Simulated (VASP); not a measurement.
# SnO2 (P4_2/mnm) in VASP: further runs, part 2 of 2

VASP 6.6.1.

### Step 3. Single point, r2SCAN (volume changed by +3%)

Contents of POSCAR:

```
SnO2
1.0
    4.8077111248      0.0000000000      0.0000000000
    0.0000000000      4.8077111248      0.0000000000
    0.0000000000      0.0000000000      3.2317663513
Sn O
2 4
Direct
    0.0000000000      0.0000000000      0.0000000000
    0.5000000000      0.5000000000      0.5000000000
    0.3058781130      0.3058781130      0.0000000000
    0.1941218870      0.8058781130      0.5000000000
    0.8058781130      0.1941218870      0.5000000000
    0.6941218870      0.6941218870      0.0000000000
```

Contents of INCAR.step1:

```
SYSTEM = SnO2
  PREC = Accurate
  ENCUT = 520
  ISMEAR = 0
  SIGMA = 0.01
  LREAL = .FALSE.
  LASPH = .TRUE.
  NELM = 100
  NBANDS = 35
  GGA = PE
  ALGO = Normal
  EDIFF = 1E-4
  LWAVE = .TRUE.
  LCHARG = .FALSE.
```

Contents of INCAR.step2:

```
SYSTEM = SnO2
  PREC = Accurate
  ENCUT = 520
  EDIFF = 1E-6
  ISMEAR = 0
  SIGMA = 0.01
  LREAL = .FALSE.
  LASPH = .TRUE.
  NELM = 100
  ALGO = Normal
  ISIF = 2
  LWAVE = .FALSE.
  LCHARG = .FALSE.
  METAGGA = R2SCAN
  LMIXTAU = .TRUE.
  NBANDS = 35
  ISTART = 1
```

Contents of KPOINTS:

```
regular mesh
0
G
  4 4 6
  0 0 0
```

Potentials or basis: VASP PAW PBE potentials, release 64 (Sn_d, O).

Launch:

```
cat potpaw_PBE.64/Sn_d/POTCAR potpaw_PBE.64/O/POTCAR > POTCAR
cp INCAR.step1 INCAR
mpirun -np 1 vasp_std > vasp.out
cp INCAR.step2 INCAR
mpirun -np 1 vasp_std > vasp.out
```

OUTCAR:

```text
SYSTEM = SnO2
   PREC = Accurate
   ENCUT = 520
   EDIFF = 1E-6
   ISMEAR = 0
   LREAL = .FALSE.
   LASPH = .TRUE.
   NELM = 100
   ISIF = 2
   METAGGA = R2SCAN
   ISTART = 1

 ion  position               nearest neighbor table
   1  0.000  0.000  0.000-   3 2.08   6 2.08   5 2.09   4 2.09   4 2.09   5 2.09
   2  0.500  0.500  0.500-   4 2.08   5 2.08   3 2.09   6 2.09   3 2.09   6 2.09
   3  0.306  0.306  0.000-   1 2.08   2 2.09   2 2.09
   4  0.194  0.806  0.500-   2 2.08   1 2.09   1 2.09
   5  0.806  0.194  0.500-   2 2.08   1 2.09   1 2.09
   6  0.694  0.694  0.000-   1 2.08   2 2.09   2 2.09

  LATTYP: Found a simple tetragonal cell.
 ALAT       =     4.8077111248
 C/A-ratio  =     0.6722047701

  Lattice vectors:

 A1 = (   4.8077111248,   0.0000000000,   0.0000000000)
 A2 = (   0.0000000000,   4.8077111248,   0.0000000000)
 A3 = (   0.0000000000,   0.0000000000,   3.2317663513)

Analysis of symmetry for initial positions (statically):
=====================================================================
 Subroutine PRICEL returns:
[... 184 lines left out ...]
 cond. band min:       6.6623733493   @ k =   0.0000   0.0000   0.0000
 fundamental gap:      1.4417723888
 Fermi energy:         5.3215544740

 k-point     1 :       0.0000    0.0000    0.0000
  band No.  band energies     occupation
      1     -16.4691      2.00000
      2     -15.6238      2.00000
      3     -15.3842      2.00000
      4     -15.3842      2.00000
      5     -15.3665      2.00000
      6     -15.3157      2.00000
[... 901 lines left out ...]
     34      16.9414      0.00000
     35      18.9868      0.00000

------------------------ aborting loop because EDIFF is reached ----------------------------------------

  FORCE on cell =-STRESS in cart. coord.  units (eV):
  Direction    XX          YY          ZZ          XY          YZ          ZX
  --------------------------------------------------------------------------------------
  -------------------------------------------------------------------------------------
  Total       -2.1585675     -2.1585675     -2.6967061     -0.0000000      0.0000000      0.0000000
  in kB      -46.2977123    -46.2977123    -57.8398985     -0.0000000      0.0000000      0.0000000
  external PRESSURE =     -50.1451077 kB  Pullay stress =       0.0000000 kB

 VOLUME and BASIS-vectors are now :
 -----------------------------------------------------------------------------
  energy-cutoff  :      520.00
  volume of cell :       74.70
      direct lattice vectors                 reciprocal lattice vectors
     4.807711125  0.000000000  0.000000000     0.207999186  0.000000000  0.000000000
     0.000000000  4.807711125  0.000000000     0.000000000  0.207999186  0.000000000
     0.000000000  0.000000000  3.231766351     0.000000000  0.000000000  0.309428310

 POSITION                                       TOTAL-FORCE (eV/Angst)
 -----------------------------------------------------------------------------------
      0.00000      0.00000      0.00000        -0.000000      0.000000      0.000000
      2.40386      2.40386      1.61588        -0.000000      0.000000      0.000000
      1.47057      1.47057      0.00000         0.055945      0.055945      0.000000
      0.93328      3.87443      1.61588        -0.055945      0.055945      0.000000
      3.87443      0.93328      1.61588         0.055945     -0.055945      0.000000
      3.33714      3.33714      0.00000        -0.055945     -0.055945      0.000000
 -----------------------------------------------------------------------------------
    total drift:                                0.000000      0.000000      0.000000

  FREE ENERGIE OF THE ION-ELECTRON SYSTEM (eV)
  ---------------------------------------------------
  free  energy   TOTEN  =       -84.6048263037 eV

  energy  without entropy=      -84.6048263037  energy(sigma->0) =      -84.60482630
```

OUTCAR.step1:

```text
SYSTEM = SnO2
   PREC = Accurate
   ENCUT = 520
   ISMEAR = 0
   LREAL = .FALSE.
   LASPH = .TRUE.
   NELM = 100
[... 1148 lines left out ...]
      0.93328      3.87443      1.61588        -0.038038      0.038038     -0.000000
      3.87443      0.93328      1.61588         0.038038     -0.038038      0.000000
      3.33714      3.33714      0.00000        -0.038038     -0.038038      0.000000
 -----------------------------------------------------------------------------------
    total drift:                                0.000000      0.000000      0.000000

  FREE ENERGIE OF THE ION-ELECTRON SYSTEM (eV)
  ---------------------------------------------------
  free  energy   TOTEN  =       -37.3013707115 eV

  energy  without entropy=      -37.3013707115  energy(sigma->0) =      -37.30137071
```

Run time: 2.8 min. Hardware: 1 thread of AMD EPYC 7R13 (Zen 3), shared host; peak memory 0.17 GiB.

Results:

```yaml
Free_energy: -84.6048 eV
Pressure: -5.0 GPa
Largest_force: 0.079 eV/Å
Band_gap_on_the_k_mesh: 1.44 eV, direct
```

Forces on the atoms (eV/Å):
```
Sn   0.000  0.000  0.000
Sn   0.000  0.000  0.000
O    0.056  0.056  0.000
O   -0.056  0.056  0.000
O    0.056 -0.056  0.000
O   -0.056 -0.056  0.000
```

Stress tensor (GPa, compression positive):
```
-4.63  0.00  0.00
 0.00 -4.63  0.00
 0.00  0.00 -5.78
```

Caveat: the PAW data sets were made with another functional, which shifts forces and pressure a little; spin-orbit coupling is left out, which moves the levels of the heavy elements.

### Step 4. Single point, r2SCAN (volume changed by +6%)

Changes to POSCAR since step 3:

```diff
@@ -2,5 +2,5 @@
 1.0
-    4.8077111248      0.0000000000      0.0000000000
-    0.0000000000      4.8077111248      0.0000000000
-    0.0000000000      0.0000000000      3.2317663513
+    4.8539419524      0.0000000000      0.0000000000
+    0.0000000000      4.8539419524      0.0000000000
+    0.0000000000      0.0000000000      3.2628429342
 Sn O
```

Contents of INCAR.step1:

```
SYSTEM = SnO2
ALGO = Normal ; EDIFF = 1E-4
ENCUT = 520 ; GGA = PE
ISMEAR = 0 ; LASPH = .True.
LCHARG = .False. ; LREAL = .False.
LWAVE = .True. ; NBANDS = 35
NELM = 80 ; PREC = Accurate
SIGMA = 0.01
```

Contents of INCAR.step2:

```
SYSTEM = SnO2
ALGO = Normal ; EDIFF = 1E-6
ENCUT = 520 ; ISIF = 2
ISMEAR = 0 ; ISTART = 1
LASPH = .True. ; LCHARG = .False.
LMIXTAU = .True. ; LREAL = .False.
LWAVE = .False. ; METAGGA = R2SCAN
NBANDS = 35 ; NELM = 80
PREC = Accurate ; SIGMA = 0.01
```

Contents of KPOINTS:

```
k-points
0
Gamma
  4 4 6
  0 0 0
```

Launch:

```
cat potpaw_PBE.64/Sn_d/POTCAR potpaw_PBE.64/O/POTCAR > POTCAR
cp INCAR.step1 INCAR
mpirun -np 1 vasp_std > vasp.out
cp INCAR.step2 INCAR
mpirun -np 1 vasp_std > vasp.out
```

It took 2.7 min on 1 thread of AMD EPYC 7R13 (Zen 3), shared host; peak memory 0.18 GiB.

The run converged. Its results:

```
Free energy            : -84.5047 eV
Pressure               : -10.1 GPa
Largest force          : 0.171 eV/Å
Band gap on the k mesh : 1.11 eV, direct
```

Forces on the atoms (eV/Å):
```
Sn   0.000  0.000  0.000
Sn   0.000  0.000  0.000
O    0.121  0.121  0.000
O   -0.121  0.121  0.000
O    0.121 -0.121  0.000
O   -0.121 -0.121  0.000
```

Stress tensor (GPa, compression positive):
```
 -9.28   0.00   0.00
  0.00  -9.28   0.00
  0.00   0.00 -11.87
```

Levels at points of the mesh, in eV from the valence-band top:
```
           k point  band 22  band 23  band 24  band 25  band 26  band 27  band 28  band 29  band 30  band 31
(0.00, 0.00, 0.00)    -1.24    -1.24    -0.73    -0.73     0.00     1.11     6.25     6.70     6.70    10.80
(0.50, 0.00, 0.00)    -1.89    -1.18    -1.18    -0.59    -0.59     4.36     4.36     7.44     7.44    11.23
(0.50, 0.50, 0.00)    -1.85    -1.31    -1.31    -0.86    -0.86     4.78     4.78     7.77     7.77    11.33
(0.00, 0.00, 0.50)    -2.54    -1.52    -1.52    -1.18    -1.18     6.15     6.15    10.07    10.07    11.07
(0.50, 0.00, 0.50)    -1.65    -1.01    -1.01    -0.73    -0.73     6.41     6.41     8.33     8.33    11.35
(0.50, 0.50, 0.50)    -2.35    -0.90    -0.90    -0.79    -0.79     4.89     4.89     9.33     9.33    11.33
```

Caveat: the PAW data sets were made with another functional, which shifts forces and pressure a little; spin-orbit coupling is left out, which moves the levels of the heavy elements.

### Step 5. Single point, PBE

Contents of INCAR:

```
PREC = Accurate ; ENCUT = 520
EDIFF = 1E-7 ; ISMEAR = 0
SIGMA = 0.01 ; LREAL = F
LASPH = T ; NELM = 100
ALGO = Normal ; ISIF = 2
LWAVE = F ; LCHARG = F
GGA = PE ; NBANDS = 35
```

Contents of KPOINTS:

```
regular mesh
0
Gamma
  6 6 8
```

Changes to POSCAR since step 4:

```diff
@@ -2,5 +2,5 @@
 1.0
-    4.8539419524      0.0000000000      0.0000000000
-    0.0000000000      4.8539419524      0.0000000000
-    0.0000000000      0.0000000000      3.2628429342
+    4.7605736665      0.0000000000      0.0000000000
+    0.0000000000      4.7605736665      0.0000000000
+    0.0000000000      0.0000000000      3.2000803270
 Sn O
```

Launch:

```
cat potpaw_PBE.64/Sn_d/POTCAR potpaw_PBE.64/O/POTCAR > POTCAR
mpirun -np 1 vasp_std > vasp.out
```

Wall time 85 s (1 thread of AMD EPYC 7R13 (Zen 3), shared host); peak memory 0.2 GiB.

The run converged. Its results:

| Quantity | Value |
| --- | --- |
| Free energy | -37.2284 eV |
| Pressure | 8.4 GPa |
| Largest force | 0.047 eV/Å |
| Band gap on the k mesh | 1.09 eV, direct |

Forces on the atoms (eV/Å):
```
Sn   0.000  0.000  0.000
Sn   0.000  0.000  0.000
O   -0.033 -0.033  0.000
O    0.033 -0.033  0.000
O   -0.033  0.033  0.000
O    0.033  0.033  0.000
```

Stress tensor (GPa, compression positive):
```
7.74 0.00 0.00
0.00 7.74 0.00
0.00 0.00 9.73
```

Levels at points of the mesh, in eV from the valence-band top:
```
           k point  band 23  band 24  band 25  band 26  band 27  band 28  band 29  band 30
(0.00, 0.00, 0.00)    -1.24    -0.77    -0.77     0.00     1.09     6.07     6.26     6.26
(0.50, 0.00, 0.00)    -1.20    -1.20    -0.63    -0.63     4.29     4.29     7.03     7.03
(0.50, 0.50, 0.00)    -1.32    -1.32    -0.89    -0.89     4.71     4.71     7.44     7.44
(0.00, 0.00, 0.50)    -1.63    -1.63    -1.24    -1.24     6.03     6.03     9.65     9.65
(0.50, 0.00, 0.50)    -1.08    -1.08    -0.72    -0.72     6.30     6.30     7.94     7.94
(0.50, 0.50, 0.50)    -0.95    -0.95    -0.82    -0.82     4.71     4.71     8.85     8.85
```

Caveat: spin-orbit coupling is left out, which moves the levels of the heavy elements.

### Step 6. Summary

| level | cell | k mesh | gap on the mesh (eV) | pressure (GPa) | largest force (eV/Å) |
| --- | --- | --- | --- | --- | --- |
| r2SCAN | a = 4.761, b = 4.761, c = 3.200 Å, 6 atoms | 4 × 4 × 6 | 1.79 | 1.1 | 0.02 |
| r2SCAN | a = 4.808, b = 4.808, c = 3.232 Å, 6 atoms | 4 × 4 × 6 | 1.44 | -5.0 | 0.08 |
| r2SCAN | a = 4.854, b = 4.854, c = 3.263 Å, 6 atoms | 4 × 4 × 6 | 1.11 | -10.1 | 0.17 |
| PBE | a = 4.761, b = 4.761, c = 3.200 Å, 6 atoms | 6 × 6 × 8 | 1.09 | 8.4 | 0.05 |

Alike in all rows: task single point; potentials or basis VASP PAW PBE potentials, release 64 (Sn_d, O); no spin polarisation; cutoff (eV) 520; smearing gaussian 0.01 eV.

Caveats: spin-orbit coupling is left out, which moves the levels of the heavy elements; the PAW data sets were made with another functional, which shifts forces and pressure a little (some runs).

Total energies depend on the potentials used, so only differences within one code and one set of settings carry meaning.
